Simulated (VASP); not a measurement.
# MgS (Fm-3m) in VASP: notebook, part 2 of 2

VASP 6.6.1. Earlier steps stand in the parts before.

### Step 4. Relaxation of cell and atoms, PBEsol, target pressure 2 GPa, at which the enthalpy is minimised

This run uses another cell than the first one, of 17.39 Å³/atom, 0.973 times its volume.

Contents of INCAR:

```
ALGO = Normal
EDIFF = 1E-6
EDIFFG = -0.002
ENCUT = 600
GGA = PS
IBRION = 2
ISIF = 3
ISMEAR = 0
LASPH = True
LCHARG = False
LREAL = False
LWAVE = False
NELM = 100
NSW = 100
PREC = Accurate
PSTRESS = 20.0
SIGMA = 0.01
```

Contents of KPOINTS:

```
k-points
0
Gamma
  8 8 8
```

Contents of POSCAR:

```
MgS
1.0
    2.5909610208      2.5909610208      0.0000000000
   -2.5909610208      2.5909610208      0.0000000000
    0.0000000000      2.5909610208      2.5909610208
Mg S
1 1
Direct
    0.0000000000      0.0000000000      0.0000000000
    0.5000000000      0.5000000000      0.0000000000
```

Potentials or basis: VASP PAW PBE potentials, release 64 (Mg, S).

Launch:

```console
$ cat potpaw_PBE.64/Mg/POTCAR potpaw_PBE.64/S/POTCAR > POTCAR
$ mpirun -np 1 vasp_std > vasp.out
```

OUTCAR:

```text
EDIFF = 1E-6
   EDIFFG = -0.002
   ENCUT = 600
   GGA = PS
   IBRION = 2
   ISIF = 3
   ISMEAR = 0
   LASPH = True
   LREAL = False
   NELM = 100
   NSW = 100
   PREC = Accurate
   PSTRESS = 20.0

 ion  position               nearest neighbor table
   1  0.000  0.000  0.000-   2 2.59   2 2.59   2 2.59   2 2.59   2 2.59   2 2.59
   2  0.500  0.500  0.000-   1 2.59   1 2.59   1 2.59   1 2.59   1 2.59   1 2.59

  LATTYP: Found a face centered cubic cell.
 ALAT       =     5.1819220416

  Lattice vectors:

 A1 = (   0.0000000000,   2.5909610208,   2.5909610208)
 A2 = (   2.5909610208,   0.0000000000,   2.5909610208)
 A3 = (   2.5909610208,   2.5909610208,   0.0000000000)

Analysis of symmetry for initial positions (statically):
=====================================================================
 Subroutine PRICEL returns:
 Original cell was already a primitive cell.

 Routine SETGRP: Setting up the symmetry group for a
 face centered cubic supercell.

 Subroutine GETGRP returns: Found 48 space group operations
 (whereof 48 operations were pure point group operations)
 out of a pool of 48 trial point group operations.

The static configuration has the point symmetry O_h .

Analysis of symmetry for dynamics (positions and initial velocities):
[... 166 lines left out ...]
  Direction    XX          YY          ZZ          XY          YZ          ZX
  --------------------------------------------------------------------------------------
  -------------------------------------------------------------------------------------
  Total       -0.0371218     -0.0371218     -0.0371218      0.0000000      0.0000000      0.0000000
  in kB       -1.7097293     -1.7097293     -1.7097293      0.0000000      0.0000000      0.0000000
  external PRESSURE =     -21.7097293 kB  Pullay stress =      20.0000000 kB
[... 25 lines left out ...]
--------------------------------------- Ionic step        2  -------------------------------------------

 number of electron       8.0000001 magnetization

 E-fermi :   4.2062     XC(G=0): -10.0311

 val. band max:        4.1027788905   @ k =   0.0000   0.0000   0.0000
 cond. band min:       6.9024966962   @ k =   0.5000   0.5000   0.0000
 fundamental gap:      2.7997178057
 Fermi energy:         4.2061535607

 k-point     1 :       0.0000    0.0000    0.0000
  band No.  band energies     occupation
      1      -8.8570      2.00000
      2       4.1028      2.00000
      3       4.1028      2.00000
      4       4.1028      2.00000
      5       8.0713      0.00000
      6      11.9230      0.00000
      7      11.9230      0.00000
      8      11.9230      0.00000
[... 290 lines left out ...]
--------------------------------------- Ionic step        3  -------------------------------------------

 number of electron       8.0000001 magnetization

 Free energy of the ion-electron system (eV)
  ---------------------------------------------------
  ext. energy  EPLUGINS =         0.00000000
  ---------------------------------------------------
  free energy    TOTEN  =        -9.07049769 eV

  energy without entropy =       -9.07049769  energy(sigma->0) =       -9.07049769

 E-fermi :   4.1435     XC(G=0):  -9.9972

 val. band max:        4.0271844461   @ k =   0.0000   0.0000   0.0000
 cond. band min:       6.8103958462   @ k =   0.5000   0.5000   0.0000
 fundamental gap:      2.7832114001
 Fermi energy:         4.1435195384

 k-point     1 :       0.0000    0.0000    0.0000
  band No.  band energies     occupation
      1      -8.8833      2.00000
      2       4.0272      2.00000
      3       4.0272      2.00000
      4       4.0272      2.00000
      5       7.9289      0.00000
      6      11.8539      0.00000
      7      11.8539      0.00000
      8      11.8539      0.00000
[... 286 lines left out ...]
  energy  without entropy=       -9.0704976920  energy(sigma->0) =       -9.07049769

  enthalpy is  TOTEN    =        -8.6474929818 eV   P V=        0.4230047102

 reached required accuracy - stopping structural energy minimisation
```

OSZICAR:

```text
N       E                     dE             d eps       ncg     rms          rms(c)
DAV:   1     0.255274349730E+02    0.25527E+02   -0.39822E+03   472   0.919E+02
DAV:   2    -0.833255268906E+01   -0.33860E+02   -0.32409E+02   648   0.111E+02
DAV:   3    -0.943858887660E+01   -0.11060E+01   -0.11060E+01   584   0.276E+01
[... 21 lines left out ...]
DAV:   2    -0.907069317495E+01    0.16204E-02   -0.46677E-03   480   0.374E-01    0.105E-01
DAV:   3    -0.907051023694E+01    0.18294E-03   -0.99365E-04   536   0.178E-01    0.669E-02
DAV:   4    -0.907050646396E+01    0.37730E-05   -0.70461E-06   528   0.237E-02    0.574E-02
DAV:   5    -0.907049733680E+01    0.91272E-05   -0.39304E-06   512   0.155E-02    0.798E-03
DAV:   6    -0.907049769199E+01   -0.35519E-06   -0.61945E-08   256   0.229E-03
   3 F= -.86474930E+01 E0= -.86474930E+01  d E =-.623080E-02
```

CONTCAR:

```text
MgS
   1.00000000000000
     2.5684153972628887    2.5684153972628887    0.0000000000000000
    -2.5684153972628887    2.5684153972628887    0.0000000000000000
    -0.0000000000000000    2.5684153972628887    2.5684153972628887
  Mg              S
     1     1
Direct
     0.0000000000000000    0.0000000000000000    0.0000000000000000
     0.5000000000000000    0.5000000000000000    1.0000000000000000

  0.00000000E+00  0.00000000E+00  0.00000000E+00
  0.00000000E+00  0.00000000E+00  0.00000000E+00
```

Wall time 12 s (1 thread of Intel Xeon 6975P-C (Granite Rapids), shared host); peak memory 0.17 GiB.

What came out:

```yaml
Free_energy: -9.0705 eV
Relaxed_volume: 16.94 Å³/atom
Relaxed_cell: a = 3.632 Å, b = 3.632 Å, c = 3.632 Å, α = 60.00°, β = 60.00°, γ = 90.00°
Space_group_after_relaxing_to_0.05_Å: Fm-3m (No. 225)
Energy_change_on_relaxing_the_enthalpy_is_what_falls: +2.5 meV/atom
Ionic_steps: 3
Pressure_after_relaxing: 2.0 GPa
Band_gap_on_the_k_mesh: 2.78 eV, indirect (least direct gap 3.90 eV)
```

The path:
| step | energy change (eV) | largest force (eV/Å) | pressure (GPa) | volume (Å³) |
| --- | --- | --- | --- | --- |
| 1 | 0.0000 | 0.0000 | -0.17 | 34.79 |
| 2 | 0.0090 | 0.0000 | 2.72 | 33.61 |
| 3 | 0.0050 | 0.0000 | 2.00 | 33.89 |

Final structure:
```
CELL_PARAMETERS angstrom
2.56842 2.56842 0.00000
-2.56842 2.56842 0.00000
0.00000 2.56842 2.56842
ATOMIC_POSITIONS crystal
Mg 0.00000 0.00000 0.00000
S 0.50000 0.50000 0.00000
```

Levels at points of the mesh, in eV from the valence-band top:
```tsv
k point	band 2	band 3	band 4	band 5	band 6	band 7
(0.00, 0.00, 0.00)	0.00	0.00	0.00	3.90	7.83	7.83
(0.50, 0.00, 0.00)	-5.10	-0.65	-0.65	4.46	6.87	6.87
(0.50, 0.50, 0.00)	-4.47	-1.80	-1.80	2.78	4.12	12.25
```

Caveat: the cell is relaxed towards a set pressure, so the enthalpy falls and the energy may rise; the PAW data sets were made with another functional, which shifts forces and pressure a little. A k mesh can miss the band edges.

### Step 5. Relaxation of cell and atoms, PBEsol, target pressure 4 GPa, at which the enthalpy is minimised

This run uses another cell than the first one, of 17.39 Å³/atom, 0.973 times its volume.

Contents of INCAR:

```
PREC     = Accurate       # precision mode
ENCUT    = 600            # plane-wave cutoff, eV
EDIFF    = 1E-7           # SCF threshold, eV
ISMEAR   = 0              # smearing method
SIGMA    = 0.01           # smearing width, eV
LREAL    = False          # projectors in reciprocal space
LASPH    = True           # aspherical terms in the spheres
NELM     = 100            # most SCF steps
ALGO     = Normal         # electronic algorithm
ISIF     = 3              # what is computed and relaxed
LWAVE    = False          # write WAVECAR
LCHARG   = False          # write CHGCAR
GGA      = PS             # functional
IBRION   = 2              # ionic algorithm
NSW      = 100            # ionic steps
EDIFFG   = -0.002         # ionic threshold
PSTRESS  = 40.0
```

Contents of KPOINTS:

```
Automatic mesh
0
Gamma
  8 8 8
```

POSCAR is that of step 4.

Launch:

```console
$ cat potpaw_PBE.64/Mg/POTCAR potpaw_PBE.64/S/POTCAR > POTCAR
$ mpirun -np 1 vasp_std > vasp.out
```

It took 14 s on 1 thread of Intel Xeon 6975P-C (Granite Rapids), shared host; peak memory 0.17 GiB.

It converged, with:

* Free energy: -9.0568 eV
* Relaxed volume: 16.57 Å³/atom
* Relaxed cell: a = 3.606 Å, b = 3.606 Å, c = 3.606 Å, α = 60.00°, β = 60.00°, γ = 90.00°
* Space group after relaxing (to 0.05 Å): Fm-3m (No. 225)
* Energy change on relaxing (the enthalpy is what falls): +9.4 meV/atom
* Ionic steps: 3
* Pressure after relaxing: 4.0 GPa
* Band gap on the k mesh: 2.83 eV, indirect (least direct gap 4.08 eV)

The path:
```
step  energy change (eV)  largest force (eV/Å)  pressure (GPa)  volume (Å³)
   1              0.0000                0.0000           -0.17        34.79
   2              0.0367                0.0000            5.78        32.56
   3              0.0187                0.0000            4.01        33.15
```

Final structure:
```cif
data_structure
_symmetry_space_group_name_H-M 'P 1'
_symmetry_Int_Tables_number 1
_cell_length_a 3.6057
_cell_length_b 3.6057
_cell_length_c 3.6057
_cell_angle_alpha 60.000
_cell_angle_beta 60.000
_cell_angle_gamma 90.000
_cell_volume 33.15
loop_
_atom_site_label
_atom_site_type_symbol
_atom_site_fract_x
_atom_site_fract_y
_atom_site_fract_z
_atom_site_occupancy
Mg1 Mg 0.00000 0.00000 0.00000 1
S1 S 0.50000 0.50000 0.00000 1
```

Levels at points of the mesh, in eV from the valence-band top:
```csv
k point,band 1,band 2,band 3,band 4,band 5,band 6,band 7,band 8
"(0.00, 0.00, 0.00)",-13.05,0.00,0.00,0.00,4.08,7.81,7.81,7.81
"(0.50, 0.00, 0.00)",-11.56,-5.23,-0.67,-0.67,4.49,6.89,6.89,10.72
"(0.50, 0.50, 0.00)",-11.13,-4.59,-1.85,-1.85,2.83,4.05,12.48,12.99
```

Caveat: the cell is relaxed towards a set pressure, so the enthalpy falls and the energy may rise; the PAW data sets were made with another functional, which shifts forces and pressure a little. A hybrid or GW would open this gap; PBEsol tends to underestimate it.

### Step 6. Overview

```tsv
task	cell	cutoff (eV)	gap on the mesh (eV)	pressure (GPa)
single point	a = 3.697 Å, angles 60.0, 60.0, 90.0°, 2 atoms	520	2.67	-2.2
relaxation of cell and atoms	relaxed to -2 GPa from a = 3.664 Å, angles 60.0, 60.0, 90.0°, 2 atoms	600	2.68	-2.0
relaxation of cell and atoms	relaxed to 2 GPa from a = 3.664 Å, angles 60.0, 60.0, 90.0°, 2 atoms	600	2.78	2.0
relaxation of cell and atoms	relaxed to 4 GPa from a = 3.664 Å, angles 60.0, 60.0, 90.0°, 2 atoms	600	2.83	4.0
```

Alike in all rows: level PBEsol; potentials or basis VASP PAW PBE potentials, release 64 (Mg, S); no spin polarisation; k mesh 8 × 8 × 8; smearing gaussian 0.01 eV.

Caveats: the PAW data sets were made with another functional, which shifts forces and pressure a little; the cell is relaxed towards a set pressure, so the enthalpy falls and the energy may rise (some runs).

Absolute energies hang on the potentials; compare differences alone.
